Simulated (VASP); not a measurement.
# Si23O48 (a cell with a defect) in VASP: single point with PBEsol

Aim: the single point of Si23O48 (a cell with a defect) with PBEsol.

All numbers are computed with VASP 6.6.1; they aren't measurements. Logs are shortened: lines on timing, memory, paths and dates and some standing lists are left out, and cuts for length are marked.

## 1. The cell of the first run

The cell holds a defect, 71 atoms: a = 8.389 Å, b = 8.389 Å, c = 8.036 Å, α = 90.00°, β = 90.00°, γ = 90.00°.

## 2. Single point, PBEsol

Contents of INCAR:

```
SYSTEM = Si23O48
ALGO = Normal
EDIFF = 1E-6
ENCUT = 520
GGA = PS
ISIF = 2
ISMEAR = -1
ISYM = 0
LASPH = .TRUE.
LCHARG = .FALSE.
LREAL = Auto
LWAVE = .FALSE.
NBANDS = 231
NELECT = 384.0
NELM = 80
PREC = Accurate
SIGMA = 0.05
```

Contents of KPOINTS:

```
Automatic mesh
0
Gamma
  1 1 1
  0.25 0.25 0.25
```

Contents of POSCAR:

```
Si23O48
1.0
    8.3886930000      0.0000000000      0.0000000000
    0.0000000000      8.3886930000      0.0000000000
    0.0000000000      0.0000000000      8.0356430000
Si O
23 48
Direct
    0.9997590000      0.9998880000      0.0009370000
    0.9997510000      0.9998800000      0.3332570000
    0.9997450000      0.9998750000      0.6655780000
    0.9997610000      0.4998840000      0.9997040000
    0.9997530000      0.4998790000      0.3332600000
    0.9997520000      0.4998810000      0.6668170000
    0.4997560000      0.9998840000      0.9997060000
    0.4997560000      0.9998850000      0.3332580000
    0.4997600000      0.9998790000      0.6668140000
    0.4997560000      0.4998910000      0.0139380000
    0.4997480000      0.4998710000      0.6525820000
    0.2522180000      0.2523470000      0.1713560000
    0.2521950000      0.2523230000      0.4951960000
    0.2504280000      0.2505510000      0.8332780000
    0.2582150000      0.7414200000      0.1656590000
    0.2582180000      0.7414130000      0.5008580000
    0.2536620000      0.7459720000      0.8332570000
    0.7412980000      0.2583500000      0.1656550000
    0.7412890000      0.2583440000      0.5008580000
    0.7458470000      0.2537970000      0.8332570000
    0.7473020000      0.7474280000      0.1713300000
    0.7472930000      0.7474170000      0.4951690000
    0.7490800000      0.7492090000      0.8332470000
    0.1528640000      0.1529940000      0.0001780000
    0.1470270000      0.1471550000      0.3332530000
    0.1528610000      0.1529880000      0.6663230000
    0.1468700000      0.6556860000      0.9965380000
    0.1512120000      0.6530260000      0.3332580000
    0.1468890000      0.6556830000      0.6699690000
    0.6555550000      0.1470060000      0.9965360000
    0.6528930000      0.1513500000      0.3332500000
    0.6555520000      0.1470250000      0.6699710000
    0.6552890000      0.6554230000      0.9997660000
    0.6612750000      0.6614210000      0.3332370000
    0.6552850000      0.6554210000      0.6667270000
    0.3442240000      0.3443430000      0.9998010000
    0.3382250000      0.3383430000      0.3332960000
    0.3442150000      0.3443350000      0.6667530000
    0.3439610000      0.8527350000      0.9965450000
    0.3466160000      0.8484120000      0.3332620000
    0.3439570000      0.8527590000      0.6699790000
    0.8526220000      0.3440840000      0.9965430000
    0.8483010000      0.3467330000      0.3332550000
    0.8526400000      0.3440800000      0.6699810000
    0.8466450000      0.8467700000      0.0001970000
    0.8524760000      0.8526100000      0.3332660000
    0.8466450000      0.8467690000      0.6663440000
    0.0950350000      0.4030500000      0.1655790000
    0.0950170000      0.4030410000      0.5009480000
    0.0982290000      0.4043430000      0.8332720000
    0.0976620000      0.9019840000      0.1651240000
    0.0976450000      0.9019790000      0.5013940000
    0.0959950000      0.9036380000      0.8332580000
    0.6036540000      0.3960300000      0.1510560000
    0.6036350000      0.3960160000      0.5154510000
    0.5959790000      0.4036570000      0.8332560000
    0.5965920000      0.9046140000      0.1655720000
    0.5965910000      0.9046060000      0.5009370000
    0.5952960000      0.9014130000      0.8332470000
    0.4029200000      0.0951610000      0.1655800000
    0.4029160000      0.0951440000      0.5009490000
    0.4042170000      0.0983500000      0.8332700000
    0.3958720000      0.6037490000      0.1510640000
    0.3958660000      0.6037370000      0.5154610000
    0.4035240000      0.5961050000      0.8332570000
    0.9018610000      0.0977890000      0.1651230000
    0.9018430000      0.0977810000      0.5013940000
    0.9035110000      0.0961230000      0.8332570000
    0.9044890000      0.5967180000      0.1655720000
    0.9044770000      0.5967170000      0.5009380000
    0.9012840000      0.5954210000      0.8332500000
```

Potentials or basis: VASP PAW PBE potentials, release 64 (Si, O).

The run is started by

```bash
$ cat potpaw_PBE.64/Si/POTCAR potpaw_PBE.64/O/POTCAR > POTCAR
$ mpirun -np 1 vasp_std > vasp.out
```

OUTCAR:

```text
SYSTEM = Si23O48
   EDIFF = 1E-6
   ENCUT = 520
   GGA = PS
   ISIF = 2
   ISMEAR = -1
   ISYM = 0
   LASPH = .TRUE.
   LREAL = Auto
   NELECT = 384.0
   NELM = 80
   PREC = Accurate

 ion  position               nearest neighbor table
   1  1.000  1.000  0.001-  66 1.76  51 1.76  68 1.77  53 1.77  24 1.82  45 1.82   2 2.67   3 2.69

   2  1.000  1.000  0.333-  46 1.75  25 1.75  66 1.78  52 1.78  51 1.78  67 1.78   1 2.67   3 2.67

   3  1.000  1.000  0.666-  52 1.76  67 1.76  68 1.77  53 1.77  47 1.82  26 1.82   2 2.67   1 2.69

   4  1.000  0.500  1.000-  69 1.75  48 1.75  50 1.76  71 1.76  27 1.80  42 1.80   6 2.67   5 2.68

   5  1.000  0.500  0.333-  70 1.76  48 1.76  49 1.76  69 1.76  43 1.81  28 1.81   4 2.68   6 2.68

   6  1.000  0.500  0.667-  49 1.75  70 1.75  71 1.76  50 1.76  44 1.80  29 1.80   4 2.67   5 2.68
[... 66 lines left out ...]
  55  0.604  0.396  0.515-  19 1.64  11 1.65
  56  0.596  0.404  0.833-  20 1.78  11 1.85  10 1.85
  57  0.597  0.905  0.166-   7 1.75   8 1.76  21 1.83
  58  0.597  0.905  0.501-   9 1.75   8 1.76  22 1.83
  59  0.595  0.901  0.833-   9 1.76   7 1.76  23 1.82
  60  0.403  0.095  0.166-   7 1.75   8 1.76  12 1.83
  61  0.403  0.095  0.501-   9 1.75   8 1.76  13 1.83
  62  0.404  0.098  0.833-   7 1.76   9 1.76  14 1.82
  63  0.396  0.604  0.151-  15 1.64  10 1.65
  64  0.396  0.604  0.515-  16 1.64  11 1.65
  65  0.404  0.596  0.833-  17 1.78  10 1.85  11 1.85
  66  0.902  0.098  0.165-   1 1.76   2 1.78  18 1.90
  67  0.902  0.098  0.501-   3 1.76   2 1.78  19 1.90
  68  0.904  0.096  0.833-   3 1.77   1 1.77  20 1.87
  69  0.904  0.597  0.166-   4 1.75   5 1.76  21 1.83
  70  0.904  0.597  0.501-   6 1.75   5 1.76  22 1.83
  71  0.901  0.595  0.833-   6 1.76   4 1.76  23 1.82

IMPORTANT INFORMATION: All symmetrisations will be switched off!
NOSYMM: (Re-)initialisation of all symmetry stuff for point group C_1.

----------------------------------------------------------------------------------------

                                     Primitive cell

  volume of cell :     565.4696

  direct lattice vectors                    reciprocal lattice vectors
     8.388693000  0.000000000  0.000000000     0.119208082  0.000000000  0.000000000
     0.000000000  8.388693000  0.000000000     0.000000000  0.119208082  0.000000000
     0.000000000  0.000000000  8.035643000     0.000000000  0.000000000  0.124445548

  length of vectors
     8.388693000  8.388693000  8.035643000     0.119208082  0.119208082  0.124445548

  position of ions in fractional coordinates (direct lattice)
     0.999759000  0.999888000  0.000937000
     0.999751000  0.999880000  0.333257000
     0.999745000  0.999875000  0.665578000
     0.999761000  0.499884000  0.999704000
     0.999753000  0.499879000  0.333260000
     0.999752000  0.499881000  0.666817000
[... 63 lines left out ...]
     0.904477000  0.596717000  0.500938000
     0.901284000  0.595421000  0.833250000

  ion indices of the primitive-cell ions
   primitive index   ion index
                 1           1
                 2           2
                 3           3
                 4           4
                 5           5
                 6           6
[... 63 lines left out ...]
                70          70
                71          71

----------------------------------------------------------------------------------------

 KPOINTS: Automatic mesh

Automatic generation of k-mesh.
 Grid dimensions read from file:
 generate k-points for:    1    1    1

 Generating k-lattice:

  Cartesian coordinates                     Fractional coordinates (reciprocal lattice)
     0.119208082  0.000000000  0.000000000     1.000000000  0.000000000  0.000000000
     0.000000000  0.119208082  0.000000000     0.000000000  1.000000000  0.000000000
     0.000000000  0.000000000  0.124445548     0.000000000  0.000000000  1.000000000

  Length of vectors
     0.119208082  0.119208082  0.124445548

  Shift w.r.t. Gamma in fractional coordinates (k-lattice)
     0.250000000  0.250000000  0.250000000

 Subroutine IBZKPT returns following result:
 ===========================================

 Found      4 irreducible k-points:

 Following reciprocal coordinates:
            Coordinates               Weight
  0.250000  0.250000  0.250000      2.000000
 -0.250000  0.250000  0.250000      2.000000
 -0.250000 -0.250000  0.250000      2.000000
  0.250000 -0.250000  0.250000      2.000000
   k-points           NKPTS =      4   k-points in BZ     NKDIM =      4   number of bands    NBANDS=    231
   number of dos      NEDOS =    301   number of ions     NIONS =     71
   total plane-waves  NPLWV = 245760
   dimension x,y,z NGX =    64 NGY =   64 NGZ =   60
   dimension x,y,z NGXF=   128 NGYF=  128 NGZF=  120
   ions per type =              23  48
   NGX,Y,Z   is equivalent  to a cutoff of  12.68, 12.68, 12.41 a.u.
   NGXF,Y,Z  is equivalent  to a cutoff of  25.37, 25.37, 24.83 a.u.
 SYSTEM =  Si23O48
   PREC   = accura    normal or accurate (medium, high low for compatibility)
   ISTART =      0    job   : 0-new  1-cont  2-samecut
   ICHARG =      2    charge: 1-file 2-atom 10-const
   ISPIN  =      1    spin polarized calculation?
   LNONCOLLINEAR =      F non collinear calculations
   LSORBIT =      F    spin-orbit coupling
   LASPH  =      T    aspherical Exc in radial PAW
   ENCUT  =  520.0 eV  38.22 Ry    6.18 a.u.  15.60 15.60 14.94*2*pi/ulx,y,z
   NELM   =     80;   NELMIN=  2; NELMDL= -5     # of ELM steps
   EDIFF  = 0.1E-05   stopping-criterion for ELM
   LREAL  =      T    real-space projection
   EDIFFG = 0.1E-04   stopping-criterion for IOM
   NSW    =      0    number of steps for IOM
   IBRION =     -1    ionic relax: 0-MD 1-quasi-New 2-CG
   NFREE  =      0    steps in history (QN), initial steepest desc. (CG)
   ISIF   =      2    stress and relaxation
   ISYM   =      0    0-nonsym 1-usesym 2-fastsym
   POTIM  = 0.5000    time-step for ionic-motion
   TEBEG  =    0.0;   TEEND  =   0.0 temperature during run
   PSTRESS=    0.0 pullay stress
   NELECT =     384.0000    total number of electrons
   NUPDOWN=      -1.0000    fix difference up-down
   EMIN   =  10.00;   EMAX   =-10.00  energy-range for DOS
   EFERMI =   0.00;   METHOD = LEGACY
   ISMEAR =    -1;   SIGMA  =   0.05  broadening in eV -4-tet -1-fermi 0-gaus
   EFERMI_NEDOS =   21; number of points for ismear=-14 and -15
   IALGO  =     38    algorithm
   IMIX   =      4    mixing-type and parameters
     AMIX     =   0.40;   BMIX     =  1.00
     AMIX_MAG =   1.60;   BMIX_MAG =  1.00
  volume/ion in A,a.u.               =       7.96        53.75
  Fermi-wavevector in a.u.,A,eV,Ry     =   1.438960  2.719241 28.172317  2.070607
  Thomas-Fermi vector in A             =   2.557869
   LORBIT       =      0    0 simple, 1 ext, 2 COOP (PROOUT), +10 PAW based schemes
   GGA     = PS    functional components
   LHFCALC =     F    Hartree Fock is set to
   AEXX    =    0.0000 exact exchange contribution
   IVDW    =     0    specifies the selected vdW correction
   LEPSILON=     F    determine dielectric tensor
   LRPA    =     F    only Hartree local field effects (RPA)
 non-spin polarized calculation
  energy-cutoff  :      520.00
  volume of cell :      565.47
 maximum number of plane-waves:     15222
 NGX is ok and might be reduce to    64
   NGX = 31   NGY = 31   NGZ = 29

 number of electron     383.9999873 magnetization

 Free energy of the ion-electron system (eV)
  ---------------------------------------------------
  ext. energy  EPLUGINS =         0.00000000
  ---------------------------------------------------
  free energy    TOTEN  =      -537.80495106 eV

  energy without entropy =     -537.80495106  energy(sigma->0) =     -537.80495106

 E-fermi :   8.9620     XC(G=0): -12.4203

 val. band max:        7.7708026617   @ k =   0.2500   0.2500   0.2500
 cond. band min:      13.6954448536   @ k =   0.2500   0.2500   0.2500
 fundamental gap:      5.9246421919
 Fermi energy:         8.9620195386

 k-point     1 :       0.2500    0.2500    0.2500
  band No.  band energies     occupation
      1     -14.7398      2.00000
      2     -14.2540      2.00000
      3     -14.0282      2.00000
      4     -13.9630      2.00000
      5     -13.5998      2.00000
      6     -13.4543      2.00000
[... 196 lines left out ...]
    203      15.3955      0.00000
    204      15.4368      0.00000

 k-point     2 :      -0.2500    0.2500    0.2500
  band No.  band energies     occupation
      1     -14.7339      2.00000
      2     -14.2975      2.00000
      3     -14.0185      2.00000
      4     -13.8952      2.00000
      5     -13.6357      2.00000
      6     -13.4684      2.00000
[... 196 lines left out ...]
    203      15.4388      0.00000
    204      15.5489      0.00000

 k-point     3 :      -0.2500   -0.2500    0.2500
  band No.  band energies     occupation
      1     -14.7398      2.00000
      2     -14.2540      2.00000
      3     -14.0282      2.00000
      4     -13.9629      2.00000
      5     -13.5998      2.00000
      6     -13.4543      2.00000
[... 196 lines left out ...]
    203      15.3955      0.00000
    204      15.4368      0.00000

 k-point     4 :       0.2500   -0.2500    0.2500
  band No.  band energies     occupation
      1     -14.7339      2.00000
      2     -14.2975      2.00000
      3     -14.0185      2.00000
      4     -13.8952      2.00000
      5     -13.6357      2.00000
      6     -13.4684      2.00000
[... 196 lines left out ...]
    203      15.4388      0.00000
    204      15.5489      0.00000
 [bands above 204 left out]

------------------------ aborting loop because EDIFF is reached ----------------------------------------

  FORCE on cell =-STRESS in cart. coord.  units (eV):
  Direction    XX          YY          ZZ          XY          YZ          ZX
  --------------------------------------------------------------------------------------
  -------------------------------------------------------------------------------------
  Total       66.5107408     66.5169883     59.0495141      3.3866771     -0.0055827     -0.0069903
  in kB      188.4486940    188.4663952    167.3083725      9.5956662     -0.0158177     -0.0198062
  external PRESSURE =     181.4078205 kB  Pullay stress =       0.0000000 kB

 VOLUME and BASIS-vectors are now :
 -----------------------------------------------------------------------------
  energy-cutoff  :      520.00
  volume of cell :      565.47
      direct lattice vectors                 reciprocal lattice vectors
     8.388693000  0.000000000  0.000000000     0.119208082  0.000000000  0.000000000
     0.000000000  8.388693000  0.000000000     0.000000000  0.119208082  0.000000000
     0.000000000  0.000000000  8.035643000     0.000000000  0.000000000  0.124445548

 POSITION                                       TOTAL-FORCE (eV/Angst)
 -----------------------------------------------------------------------------------
      8.38667      8.38775      0.00753        -0.000265     -0.000938     -0.006285
      8.38660      8.38769      2.67793         0.000824      0.000270      0.000330
      8.38655      8.38764      5.34835         0.000969      0.000317      0.006509
      8.38669      4.19337      8.03326        -0.000269      0.000290     -0.000867
      8.38662      4.19333      2.67796         0.000845      0.000195     -0.000301
      8.38661      4.19335      5.35830         0.001267     -0.000121     -0.000057
[... 63 lines left out ...]
      7.58738      5.00568      4.02536        -0.027054      0.029982      0.002334
      7.56059      4.99480      6.69570        -0.022662      0.028861     -0.000003
 -----------------------------------------------------------------------------------
    total drift:                                0.011089      0.017163      0.001134

  FREE ENERGIE OF THE ION-ELECTRON SYSTEM (eV)
  ---------------------------------------------------
  free  energy   TOTEN  =      -537.8049510587 eV

  energy  without entropy=     -537.8049510586  energy(sigma->0) =     -537.80495106
```

It took 11 min on 1 thread of AMD EPYC 7R13 (Zen 3), shared host; peak memory 0.68 GiB.

Results:

| Quantity | Value |
| --- | --- |
| Free energy | -537.8050 eV |
| Largest force | 0.118 eV/Å |

Forces in eV/Å, atoms in the order of the input:
```
Si   0.000 -0.001 -0.006
Si   0.001  0.000  0.000
Si   0.001  0.000  0.007
Si   0.000  0.000 -0.001
Si   0.001  0.000  0.000
Si   0.001  0.000  0.000
Si   0.001  0.000 -0.002
Si   0.000 -0.001  0.000
Si   0.000  0.001  0.000
Si   0.000 -0.001 -0.013
Si   0.000  0.000  0.013
Si  -0.018 -0.019 -0.066
Si  -0.018 -0.018  0.065
Si   0.001  0.001 -0.003
Si  -0.060  0.059  0.034
Si  -0.059  0.061 -0.033
Si  -0.016  0.017  0.000
Si   0.060 -0.060  0.033
Si   0.061 -0.059 -0.034
Si   0.015 -0.015  0.001
Si   0.019  0.018 -0.066
Si   0.018  0.019  0.067
Si  -0.001  0.000  0.002
O   -0.014 -0.015  0.011
O   -0.009 -0.009  0.002
O   -0.015 -0.015 -0.005
O   -0.022 -0.013 -0.002
O   -0.026 -0.011  0.000
O   -0.027 -0.014  0.003
O   -0.012 -0.022 -0.001
O   -0.010 -0.027  0.001
O   -0.013 -0.026  0.003
O   -0.032 -0.032 -0.005
O   -0.082 -0.085  0.002
O   -0.033 -0.032  0.007
O    0.033  0.034 -0.007
O    0.083  0.083 -0.004
O    0.033  0.034  0.006
O    0.014  0.026 -0.002
O    0.009  0.028 -0.001
O    0.012  0.021  0.002
O    0.025  0.014 -0.003
O    0.027  0.010  0.000
O    0.021  0.012  0.001
O    0.017  0.017  0.007
O    0.008  0.007 -0.001
O    0.017  0.017 -0.010
O    0.027 -0.031 -0.001
O    0.027 -0.031  0.001
O    0.020 -0.030 -0.002
O    0.031 -0.031  0.005
O    0.033 -0.031 -0.006
O    0.027 -0.027  0.001
O   -0.018  0.015  0.002
O   -0.017  0.016 -0.001
O   -0.014  0.014  0.001
O    0.030 -0.028 -0.001
O    0.030 -0.027  0.002
O    0.029 -0.022  0.001
O   -0.030  0.026 -0.002
O   -0.029  0.027  0.001
O   -0.031  0.021 -0.001
O    0.016 -0.015  0.001
O    0.017 -0.015 -0.002
O    0.013 -0.014  0.001
O   -0.031  0.030  0.005
O   -0.029  0.031 -0.006
O   -0.029  0.028  0.000
O   -0.029  0.030 -0.001
O   -0.027  0.030  0.002
O   -0.023  0.029  0.000
```

Caveat: the cell carries a net charge on a neutralising background, which shifts energy and pressure; the cell is charged against a uniform background, so pressure and absolute levels hang on convention; the PAW data sets were made with another functional, which shifts forces and pressure a little.
